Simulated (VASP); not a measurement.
# K8MgZn7F24 (P1) in VASP: a series of runs, part 2 of 2

VASP 6.6.1. The steps go on from the part before.

## (3) Single point, PBEsol

Contents of INCAR:

```
SYSTEM = K8MgZn7F24
PREC = Accurate
ENCUT = 520
EDIFF = 1E-6
ISMEAR = -1
SIGMA = 0.05
LREAL = Auto
LASPH = .TRUE.
NELM = 60
ALGO = Normal
ISIF = 2
LWAVE = .FALSE.
LCHARG = .FALSE.
GGA = PS
NBANDS = 189
ISYM = 0
```

Contents of KPOINTS:

```
Automatic mesh
0
Gamma
  1 1 1
  0.25 0.25 0.25
```

Contents of POSCAR:

```
K8MgZn7F24
1.0
    8.0900541891      0.0000000000      0.0000000000
    0.0000000000      8.0900541891      0.0000000000
    0.0000000000      0.0000000000      8.0900541891
K Zn Mg F
8 7 1 24
Direct
    0.0002240000      0.9999020000      0.0001220000
    0.0002590000      0.9998270000      0.4999310000
    0.0002050000      0.4996330000      0.0001340000
    0.0002830000      0.4997440000      0.4998910000
    0.5003540000      0.9998150000      0.0000650000
    0.5004350000      0.9998120000      0.4999150000
    0.5003740000      0.4996970000      0.0000870000
    0.5004110000      0.4997230000      0.4998850000
    0.2503780000      0.2498310000      0.2500180000
    0.2503670000      0.2497540000      0.7500160000
    0.2503300000      0.7498340000      0.2500170000
    0.7504200000      0.2496960000      0.2500860000
    0.7503220000      0.2497800000      0.7500450000
    0.7503350000      0.7497010000      0.2499780000
    0.7503370000      0.7497640000      0.7500230000
    0.2502350000      0.7497460000      0.7500310000
    0.2512450000      0.2487940000      0.9999100000
    0.2497060000      0.2508130000      0.5001390000
    0.2508960000      0.7505990000      0.9972380000
    0.2497450000      0.7490240000      0.5028220000
    0.7497320000      0.2499620000      0.0000350000
    0.7512480000      0.2493910000      0.5000580000
    0.7496120000      0.7493770000      0.9999180000
    0.7509540000      0.7499850000      0.5001160000
    0.0004260000      0.2509250000      0.2492800000
    0.0005060000      0.2494440000      0.7508360000
    0.0004860000      0.7485000000      0.2493550000
    0.0030890000      0.7501760000      0.7507010000
    0.5004160000      0.2485190000      0.2508000000
    0.5002490000      0.2500450000      0.7493070000
    0.5001840000      0.7509180000      0.2506470000
    0.4975570000      0.7493550000      0.7493120000
    0.2491610000      0.9996490000      0.2509510000
    0.2505750000      0.9969880000      0.7490360000
    0.2516350000      0.4999290000      0.2491290000
    0.2501430000      0.5025470000      0.7510070000
    0.7515710000      0.9996880000      0.2497620000
    0.7499740000      0.9996250000      0.7503250000
    0.7492360000      0.4997260000      0.2503250000
    0.7507260000      0.4998570000      0.7497290000
```

Potentials or basis: VASP PAW PBE potentials, release 64 (K_sv, Zn, Mg, F).

Started as:

```
> cat potpaw_PBE.64/K_sv/POTCAR potpaw_PBE.64/Zn/POTCAR potpaw_PBE.64/Mg/POTCAR potpaw_PBE.64/F/POTCAR > POTCAR
> mpirun -np 1 vasp_std > vasp.out
```

OUTCAR:

```text
SYSTEM = K8MgZn7F24
   PREC = Accurate
   ENCUT = 520
   EDIFF = 1E-6
   ISMEAR = -1
   LREAL = Auto
   LASPH = .TRUE.
   NELM = 60
   ISIF = 2
   GGA = PS
   ISYM = 0

 ion  position               nearest neighbor table
   1  0.000  1.000  0.000-  37 2.85  26 2.85  28 2.86  16 3.50
   2  0.000  1.000  0.500-  33 2.85  22 2.85  37 2.85  24 2.86  34 2.86  16 3.50
   3  0.000  0.500  0.000-  25 2.85  27 2.85  36 2.86  26 2.86  16 3.50
   4  0.000  0.500  0.500-  18 2.85  20 2.85  27 2.86  22 2.86  40 2.86  25 2.86  24 2.86  16 3.50

   5  0.500  1.000  0.000-  17 2.85  19 2.85  38 2.86  29 2.86  31 2.86  21 2.86  16 3.50
   6  0.500  1.000  0.500-  29 2.85  31 2.85  34 2.85  30 2.86  16 3.50
   7  0.500  0.500  0.000-  35 2.85  23 2.85  21 2.86  39 2.86  36 2.86  16 3.50
   8  0.500  0.500  0.500-  39 2.85  32 2.85  30 2.86  35 2.86  18 2.86  16 3.50
   9  0.250  0.250  0.250-  25 2.02  29 2.02  35 2.02  17 2.02  18 2.02  33 2.02
  10  0.250  0.250  0.750-  26 2.02  18 2.02  30 2.02  17 2.02  34 2.04  36 2.05
  11  0.250  0.750  0.250-  33 2.02  27 2.02  31 2.02  35 2.02  19 2.05  20 2.05
  12  0.750  0.250  0.250-  22 2.02  29 2.02  25 2.02  37 2.02  39 2.02  21 2.02
  13  0.750  0.250  0.750-  22 2.02  21 2.02  30 2.02  40 2.02  38 2.02  26 2.02
  14  0.750  0.750  0.250-  39 2.02  37 2.02  23 2.02  24 2.02  27 2.02  31 2.02
  15  0.750  0.750  0.750-  38 2.02  23 2.02  40 2.02  24 2.02  28 2.04  32 2.05
  16  0.250  0.750  0.750-  28 2.00  36 2.00  19 2.00  20 2.00  34 2.00  32 2.00   4 3.50   2 3.50
                             5 3.50   7 3.50   3 3.50   1 3.50   8 3.50   6 3.50
  17  0.251  0.249  1.000-  10 2.02   9 2.02   5 2.85
  18  0.250  0.251  0.500-  10 2.02   9 2.02   4 2.85   8 2.86
  19  0.251  0.751  0.997-  16 2.00  11 2.05   5 2.85
  20  0.250  0.749  0.503-  16 2.00  11 2.05   4 2.85
  21  0.750  0.250  0.000-  13 2.02  12 2.02   7 2.86   5 2.86
  22  0.751  0.249  0.500-  12 2.02  13 2.02   2 2.85   4 2.86
  23  0.750  0.749  1.000-  15 2.02  14 2.02   7 2.85
  24  0.751  0.750  0.500-  15 2.02  14 2.02   2 2.86   4 2.86
  25  0.000  0.251  0.249-   9 2.02  12 2.02   3 2.85   4 2.86
  26  0.001  0.249  0.751-  10 2.02  13 2.02   1 2.85   3 2.86
  27  0.000  0.748  0.249-  11 2.02  14 2.02   3 2.85   4 2.86
  28  0.003  0.750  0.751-  16 2.00  15 2.04   1 2.86
  29  0.500  0.249  0.251-  12 2.02   9 2.02   6 2.85   5 2.86
  30  0.500  0.250  0.749-  10 2.02  13 2.02   8 2.86   6 2.86
  31  0.500  0.751  0.251-  11 2.02  14 2.02   6 2.85   5 2.86
  32  0.498  0.749  0.749-  16 2.00  15 2.05   8 2.85
[... 192 lines left out ...]
 non-spin polarized calculation
  energy-cutoff  :      520.00
  volume of cell :      529.49
 maximum number of plane-waves:     14300
   NGX = 31   NGY = 31   NGZ = 31

 number of electron     325.9999904 magnetization

 Free energy of the ion-electron system (eV)
  ---------------------------------------------------
  ext. energy  EPLUGINS =         0.00000000
  ---------------------------------------------------
  free energy    TOTEN  =      -174.63384660 eV

  energy without entropy =     -174.63384660  energy(sigma->0) =     -174.63384660

 E-fermi :   0.1363     XC(G=0): -10.1049

 val. band max:       -1.1452201689   @ k =   0.2500   0.2500   0.2500
 cond. band min:       3.8306971326   @ k =   0.2500  -0.2500   0.2500
 fundamental gap:      4.9759173015
 Fermi energy:         0.1362780524

 k-point     1 :       0.2500    0.2500    0.2500
  band No.  band energies     occupation
      1     -27.7101      2.00000
      2     -27.6952      2.00000
      3     -27.6943      2.00000
      4     -27.6942      2.00000
      5     -27.6830      2.00000
      6     -27.6822      2.00000
[... 701 lines left out ...]
    174       8.0897      0.00000
    175       8.0899      0.00000
 [bands above 175 left out]

------------------------ aborting loop because EDIFF is reached ----------------------------------------

  FORCE on cell =-STRESS in cart. coord.  units (eV):
  Direction    XX          YY          ZZ          XY          YZ          ZX
  --------------------------------------------------------------------------------------
  -------------------------------------------------------------------------------------
  Total        0.8917341      0.9002917      0.9168269      0.0207146     -0.0002036     -0.0037357
  in kB        2.6983088      2.7242033      2.7742375      0.0626806     -0.0006160     -0.0113040
  external PRESSURE =       2.7322499 kB  Pullay stress =       0.0000000 kB

 VOLUME and BASIS-vectors are now :
 -----------------------------------------------------------------------------
  energy-cutoff  :      520.00
  volume of cell :      529.49
      direct lattice vectors                 reciprocal lattice vectors
     8.090054189  0.000000000  0.000000000     0.123608566  0.000000000  0.000000000
     0.000000000  8.090054189  0.000000000     0.000000000  0.123608566  0.000000000
     0.000000000  0.000000000  8.090054189     0.000000000  0.000000000  0.123608566

 POSITION                                       TOTAL-FORCE (eV/Angst)
 -----------------------------------------------------------------------------------
      0.00181      8.08926      0.00099         0.004930     -0.003166      0.000886
      0.00210      8.08865      4.04447         0.005334     -0.002992      0.000648
      0.00166      4.04206      0.00108         0.000979      0.001112     -0.001320
      0.00229      4.04296      4.04415         0.000211      0.000091      0.002226
      4.04789      8.08856      0.00053         0.001360     -0.000857      0.000041
      4.04855      8.08853      4.04434        -0.001936     -0.000457      0.001406
[... 32 lines left out ...]
      6.06136      4.04281      2.02514         0.002777      0.002337     -0.001159
      6.07341      4.04387      6.06535        -0.003541      0.006369      0.001188
 -----------------------------------------------------------------------------------
    total drift:                               -0.001096      0.000980     -0.005131

  FREE ENERGIE OF THE ION-ELECTRON SYSTEM (eV)
  ---------------------------------------------------
  free  energy   TOTEN  =      -174.6338465995 eV

  energy  without entropy=     -174.6338465994  energy(sigma->0) =     -174.63384660
```

Wall time 11 min (1 thread of Intel Xeon Platinum 8488C (Sapphire Rapids), shared host); peak memory 0.65 GiB.

What came out:

| Item | Value |
| --- | --- |
| Free energy | -174.6338 eV |
| Pressure | 0.3 GPa |
| Largest force | 0.074 eV/Å |
| Band gap on the k mesh | 4.98 eV |

Forces in eV/Å, atoms in the order of the input:
```
K    0.005 -0.003  0.001
K    0.005 -0.003  0.001
K    0.001  0.001 -0.001
K    0.000  0.000  0.002
K    0.001 -0.001  0.000
K   -0.002  0.000  0.001
K    0.000  0.001 -0.001
K   -0.001  0.001  0.002
Zn   0.002 -0.003  0.001
Zn  -0.002  0.001  0.000
Zn  -0.001 -0.002  0.000
Zn  -0.004  0.002 -0.004
Zn   0.003 -0.002  0.000
Zn  -0.001  0.002  0.003
Zn  -0.004  0.000 -0.001
Mg   0.011 -0.002  0.000
F   -0.002  0.001 -0.004
F    0.000 -0.005  0.003
F    0.000  0.000 -0.073
F   -0.002 -0.001  0.071
F    0.002  0.001  0.000
F   -0.004  0.001  0.002
F    0.004  0.004 -0.005
F   -0.004  0.000  0.004
F    0.000 -0.002  0.002
F    0.002  0.001 -0.004
F    0.003  0.002  0.000
F    0.072 -0.003 -0.003
F   -0.003  0.002  0.001
F   -0.006 -0.001  0.004
F   -0.002 -0.003 -0.002
F   -0.074  0.003  0.003
F    0.002  0.000 -0.002
F    0.001 -0.074  0.005
F   -0.001  0.003 -0.001
F   -0.003  0.070 -0.004
F   -0.001 -0.003 -0.001
F    0.001  0.001 -0.003
F    0.003  0.002 -0.001
F   -0.004  0.006  0.001
```

Caveat: the PAW data sets were made with another functional, which shifts forces and pressure a little; a shifted mesh leaves out Γ, where band edges can lie.
